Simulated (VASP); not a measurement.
CsRb3:

```xyz
4
Lattice="7.3920 0.0000 0.0000 0.0000 7.3920 0.0000 0.0000 0.0000 7.3920" Properties=species:S:1:pos:R:3 pbc="T T T"
Cs    0.0000    0.0000    0.0000
Rb    0.0000    3.6960    3.6960
Rb    3.6960    0.0000    3.6960
Rb    3.6960    3.6960    0.0000
```

| Item | Value |
| --- | --- |
| Program | VASP 6.6.1 |
| Task | relaxation of cell and atoms |
| Functional | PBEsol |
| Potentials or basis | VASP PAW PBE potentials, release 64 (Cs_sv, Rb_sv) |
| Cutoff | 600 eV |
| k mesh | 3 × 3 × 3 |
| Occupations | methfessel-paxton, width 0.1 eV |
| Spin | no spin polarisation |

At the start: pressure -0.2 GPa; volume 100.98 Å³/atom.

Task: How do energy, volume and symmetry change on relaxing?

Result: Over 5 steps the energy falls by 4.5 meV/atom and the volume is 93.42 Å³/atom (-7.5 %); space group Pm-3m (No. 221, to 0.05 Å).

The path:
| step | energy change (eV) | largest force (eV/Å) | pressure (GPa) | volume (Å³) |
| --- | --- | --- | --- | --- |
| 1 | 0.0000 | 0.0000 | -0.18 | 403.91 |
| 2 | -0.0066 | 0.0000 | -0.15 | 397.42 |
| 3 | -0.0164 | 0.0000 | -0.06 | 382.58 |
| 4 | -0.0091 | 0.0000 | 0.15 | 354.03 |
| 5 | -0.0181 | 0.0000 | 0.00 | 373.67 |

Final structure:
```
CELL_PARAMETERS angstrom
7.20272 0.00000 0.00000
0.00000 7.20272 0.00000
0.00000 0.00000 7.20272
ATOMIC_POSITIONS crystal
Cs 0.00000 0.00000 0.00000
Rb 0.00000 0.50000 0.50000
Rb 0.50000 0.00000 0.50000
Rb 0.50000 0.50000 0.00000
```

Caveat: the PAW data sets were made with another functional, which shifts forces and pressure a little.
